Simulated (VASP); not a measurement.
# C in VASP: notebook, part 2 of 2

VASP 6.6.1. Earlier steps stand in the parts before.

## (3) Single point, PBE+D3(BJ)

INCAR reads:

```
ALGO = Normal
DIPOL = 0.5 0.5 0.360
EDIFF = 1E-7
ENCUT = 520
GGA = PE
IDIPOL = 3
ISIF = 2
ISMEAR = 0
IVDW = 12
LASPH = T
LCHARG = F
LDIPOL = T
LREAL = F
LWAVE = F
NBANDS = 16
NELM = 80
PREC = Accurate
SIGMA = 0.1
```

KPOINTS reads:

```
k-points
0
Gamma
  15 15 1
```

POSCAR reads:

```
C
1.0
    2.4656524409      0.0000000000      0.0000000000
   -1.2328262205      2.1353176507      0.0000000000
    0.0000000000      0.0000000000     17.5000663885
C
4
Direct
    0.6666666667      0.3333333333      0.2571437784
    0.3333333333      0.6666666667      0.2571418816
    0.6666666667      0.6666666667      0.4634306070
    0.3333333333      1.0000000000      0.4634287102
```

Potentials or basis: VASP PAW PBE potentials, release 64 (C).

Command:

```
cat potpaw_PBE.64/C/POTCAR > POTCAR
mpirun -np 1 vasp_std > vasp.out
```

OUTCAR:

```text
EDIFF = 1E-7
   ENCUT = 520
   GGA = PE
   ISIF = 2
   ISMEAR = 0
   IVDW = 12
   LASPH = T
   LREAL = F
   NELM = 80
   PREC = Accurate
 IVDW          = 12

 ion  position               nearest neighbor table
   1  0.667  0.333  0.257-   2 1.42   2 1.42   2 1.42
   2  0.333  0.667  0.257-   1 1.42   1 1.42   1 1.42
   3  0.667  0.667  0.463-   4 1.42   4 1.42   4 1.42
   4  0.333  0.000  0.463-   3 1.42   3 1.42   3 1.42

  LATTYP: Found a hexagonal cell.
 ALAT       =     2.4656524409
 C/A-ratio  =     7.0975398228

  Lattice vectors:

 A1 = (   2.4656524409,   0.0000000000,   0.0000000000)
 A2 = (  -1.2328262205,   2.1353176507,   0.0000000000)
 A3 = (   0.0000000000,   0.0000000000,  17.5000663885)

Analysis of symmetry for initial positions (statically):
=====================================================================
 Subroutine PRICEL returns:
 Original cell was already a primitive cell.

 Routine SETGRP: Setting up the symmetry group for a
 hexagonal supercell.

 Subroutine GETGRP returns: Found  4 space group operations
 (whereof  2 operations were pure point group operations)
 out of a pool of 24 trial point group operations.

The static configuration has the point symmetry C_1h.
 The point group associated with its full space group is C_2h.

Analysis of symmetry for dynamics (positions and initial velocities):
=====================================================================
 Subroutine PRICEL returns:
 Original cell was already a primitive cell.

 Routine SETGRP: Setting up the symmetry group for a
 hexagonal supercell.

 Subroutine GETGRP returns: Found  4 space group operations
 (whereof  2 operations were pure point group operations)
 out of a pool of 24 trial point group operations.

The dynamic configuration has the point symmetry C_1h.
 The point group associated with its full space group is C_2h.

 Subroutine INISYM returns: Found  4 space group operations
 (whereof  2 operations are pure point group operations),
 and found     1 'primitive' translations

----------------------------------------------------------------------------------------

                                     Primitive cell

  volume of cell :      92.1370

  direct lattice vectors                    reciprocal lattice vectors
     2.465652441  0.000000000  0.000000000     0.405572166  0.234157199  0.000000000
    -1.232826221  2.135317651  0.000000000     0.000000000  0.468314398  0.000000000
     0.000000000  0.000000000 17.500066388     0.000000000  0.000000000  0.057142640

  length of vectors
     2.465652441  2.465652441 17.500066388     0.468314398  0.468314398  0.057142640

  position of ions in fractional coordinates (direct lattice)
     0.666666667  0.333333333  0.257143778
     0.333333333  0.666666667  0.257141882
     0.666666667  0.666666667  0.463430607
     0.333333333  0.000000000  0.463428710

  ion indices of the primitive-cell ions
   primitive index   ion index
                 1           1
                 2           2
                 3           3
                 4           4

[... 51 lines left out ...]
  0.266667  0.066667  0.000000      4.000000
 [... further k-points ...]
   k-points           NKPTS =     64   k-points in BZ     NKDIM =     64   number of bands    NBANDS=     16
   number of dos      NEDOS =    301   number of ions     NIONS =      4
   total plane-waves  NPLWV =  45360
   dimension x,y,z NGX =    18 NGY =   18 NGZ =  140
   dimension x,y,z NGXF=    36 NGYF=   36 NGZF=  280
   ions per type =               4
   NGX,Y,Z   is equivalent  to a cutoff of  12.14, 12.14, 13.30 a.u.
   NGXF,Y,Z  is equivalent  to a cutoff of  24.27, 24.27, 26.60 a.u.
 SYSTEM =  unknown system
   PREC   = accura    normal or accurate (medium, high low for compatibility)
   ISTART =      0    job   : 0-new  1-cont  2-samecut
   ICHARG =      2    charge: 1-file 2-atom 10-const
   ISPIN  =      1    spin polarized calculation?
   LNONCOLLINEAR =      F non collinear calculations
   LSORBIT =      F    spin-orbit coupling
   LASPH  =      T    aspherical Exc in radial PAW
   ENCUT  =  520.0 eV  38.22 Ry    6.18 a.u.   4.58  4.58 32.54*2*pi/ulx,y,z
   NELM   =     80;   NELMIN=  2; NELMDL= -5     # of ELM steps
   EDIFF  = 0.1E-06   stopping-criterion for ELM
   LREAL  =      F    real-space projection
   EDIFFG = 0.1E-05   stopping-criterion for IOM
   NSW    =      0    number of steps for IOM
   IBRION =     -1    ionic relax: 0-MD 1-quasi-New 2-CG
   NFREE  =      0    steps in history (QN), initial steepest desc. (CG)
   ISIF   =      2    stress and relaxation
   ISYM   =      2    0-nonsym 1-usesym 2-fastsym
   POTIM  = 0.5000    time-step for ionic-motion
   TEBEG  =    0.0;   TEEND  =   0.0 temperature during run
   PSTRESS=    0.0 pullay stress
   NELECT =      16.0000    total number of electrons
   NUPDOWN=      -1.0000    fix difference up-down
   EMIN   =  10.00;   EMAX   =-10.00  energy-range for DOS
   EFERMI =   0.00;   METHOD = LEGACY
   ISMEAR =     0;   SIGMA  =   0.10  broadening in eV -4-tet -1-fermi 0-gaus
   EFERMI_NEDOS =   21; number of points for ismear=-14 and -15
   IALGO  =     38    algorithm
   IMIX   =      4    mixing-type and parameters
     AMIX     =   0.40;   BMIX     =  1.00
     AMIX_MAG =   1.60;   BMIX_MAG =  1.00
  volume/ion in A,a.u.               =      23.03       155.44
  Fermi-wavevector in a.u.,A,eV,Ry     =   0.913349  1.725980 11.350070  0.834207
  Thomas-Fermi vector in A             =   2.037850
   LORBIT       =      0    0 simple, 1 ext, 2 COOP (PROOUT), +10 PAW based schemes
   GGA     = PE    functional components
   LHFCALC =     F    Hartree Fock is set to
   AEXX    =    0.0000 exact exchange contribution
   IVDW    =    12    specifies the selected vdW correction
   LEPSILON=     F    determine dielectric tensor
   LRPA    =     F    only Hartree local field effects (RPA)
 non-spin polarized calculation
 Gauss-broadening in eV      SIGMA  =   0.10
  energy-cutoff  :      520.00
  volume of cell :       92.14
 maximum number of plane-waves:      2516
   NGX =  9   NGY =  9   NGZ = 65

 dipolmoment           0.000000      0.000000      0.000184 electrons x Angstroem

 number of electron      15.9999997 magnetization

 dipolmoment           0.000000      0.000000     -0.000129 electrons x Angstroem

 Free energy of the ion-electron system (eV)
  ---------------------------------------------------
  ext. energy  EPLUGINS =         0.00000000
  ---------------------------------------------------
  free energy    TOTEN  =       -36.88867769 eV

  energy without entropy =      -36.88844967  energy(sigma->0) =      -36.88856368

 E-fermi :  -0.8245     XC(G=0):  -4.4781

 val. band max:       -0.9482759579   @ k =   0.3333   0.3333   0.0000
 cond. band min:      -0.7010789998   @ k =   0.3333   0.3333   0.0000
 fundamental gap:      0.2471969582
 Fermi energy:        -0.8244567284

 k-point     1 :       0.0000    0.0000    0.0000
  band No.  band energies     occupation
      1     -20.3843      2.00000
      2     -20.3010      2.00000
      3      -8.7663      2.00000
      4      -8.1022      2.00000
      5      -3.8632      2.00000
      6      -3.8630      2.00000
[... 433 lines left out ...]
      3      -9.5689      2.00000
      4      -9.5389      2.00000
      5      -6.6707      2.00000
      6      -6.6600      2.00000
[... 8 lines left out ...]
     15       7.5156      0.00000
     16       8.3110      0.00000

 [... further k-points ...]

------------------------ aborting loop because EDIFF is reached ----------------------------------------

 vacuum level on the upper side and lower side of the slab       (xc-potential included)        -0.044        -0.039

 Edisp (eV)   -0.45604

 E8    (eV) :    -0.1354

  FORCE on cell =-STRESS in cart. coord.  units (eV):
  Direction    XX          YY          ZZ          XY          YZ          ZX
  --------------------------------------------------------------------------------------
  -------------------------------------------------------------------------------------
  Total       0.12779     0.13809    -0.14460    -0.00892     0.02459    -0.01420
  in kB       2.22215     2.40119    -2.51448    -0.15506     0.42763    -0.24690
  external pressure =        0.70 kB  Pullay stress =        0.00 kB

 VOLUME and BASIS-vectors are now :
 -----------------------------------------------------------------------------
  energy-cutoff  :      520.00
  volume of cell :       92.14
      direct lattice vectors                 reciprocal lattice vectors
     2.465652441  0.000000000  0.000000000     0.405572166  0.234157199  0.000000000
    -1.232826221  2.135317651  0.000000000     0.000000000  0.468314398  0.000000000
     0.000000000  0.000000000 17.500066388     0.000000000  0.000000000  0.057142640

 POSITION                                       TOTAL-FORCE (eV/Angst)
 -----------------------------------------------------------------------------------
      1.23283      0.71177      4.50003         0.001204     -0.003821      0.016443
     -0.00000      1.42355      4.50000         0.002707     -0.002953      0.016443
      0.82188      1.42355      8.11007        -0.002707      0.002953     -0.016443
      0.82188      0.00000      8.11003        -0.001204      0.003821     -0.016443
 -----------------------------------------------------------------------------------
    total drift:                               -0.000003      0.000004     -0.029650

  FREE ENERGIE OF THE ION-ELECTRON SYSTEM (eV)
  ---------------------------------------------------
  free  energy   TOTEN  =       -37.3447148134 eV

  energy  without entropy=      -37.3444867918  energy(sigma->0) =      -37.34460080

 vacuum level on the upper side and lower side of the slab         3.397         3.401
```

stdout:

```text
POSCAR found type information on POSCAR C
 POSCAR found :  1 types and       4 ions
 scaLAPACK will be used
 LDA part: xc-table for (Slater+PW92), standard interpolation
 POSCAR, INCAR and KPOINTS ok, starting setup
 FFT: planning ... GRIDC
 FFT: planning ... GRID_SOFT
 FFT: planning ... GRID
 WAVECAR not read
 entering main loop
```

Wall time 4.1 min (1 thread of AMD EPYC 7R13, shared host); peak memory 0.21 GiB.

What came out:

- Free energy: -37.3447 eV
- Largest force: 0.017 eV/Å
- Band gap on the k mesh: 0.25 eV, direct
- Dispersion energy per atom: -0.114 eV

Forces in eV/Å, atoms in the order of the input:
```
C    0.001 -0.004  0.016
C    0.003 -0.003  0.016
C   -0.003  0.003 -0.016
C   -0.001  0.004 -0.016
```

## (4) Single point, PBE+D3(BJ)

INCAR reads:

```
ALGO = Normal
DIPOL = 0.5 0.5 0.360
EDIFF = 1E-6
ENCUT = 520
GGA = PE
IDIPOL = 3
ISIF = 2
ISMEAR = 0
IVDW = 12
LASPH = True
LCHARG = False
LDIPOL = True
LREAL = False
LWAVE = False
NBANDS = 16
NELM = 80
PREC = Accurate
SIGMA = 0.1
```

KPOINTS is that of step 3.

POSCAR, as its differences from that of step 3:

```diff
@@ -10,3 +10,3 @@
     0.3333333333      0.6666666667      0.2571418816
-    0.6666666667      0.6666666667      0.4634306070
-    0.3333333333      1.0000000000      0.4634287102
+    0.6666666667      0.5000000000      0.4634306070
+    0.3333333333      0.8333333333      0.4634287102
```

Command:

```
cat potpaw_PBE.64/C/POTCAR > POTCAR
mpirun -np 1 vasp_std > vasp.out
```

Run time: 3.7 min. Hardware: 1 thread of AMD EPYC 7R13, shared host; peak memory 0.21 GiB.

It converged, with:

| Quantity | Value |
| --- | --- |
| Free energy | -37.3409 eV |
| Largest force | 0.010 eV/Å |
| Band gap on the k mesh | 0.38 eV, direct |
| Dispersion energy per atom | -0.114 eV |

Forces in eV/Å, atoms in the order of the input:
```
C    0.002 -0.004  0.009
C    0.002 -0.004  0.009
C   -0.002  0.004 -0.009
C   -0.002  0.004 -0.009
```

Levels at points of the mesh, in eV from the valence-band top:
```tsv
k point	band 6	band 7	band 8	band 9	band 10	band 11
(0.00, 0.00, 0.00)	-2.85	-2.85	-2.85	3.54	4.03	4.90
```
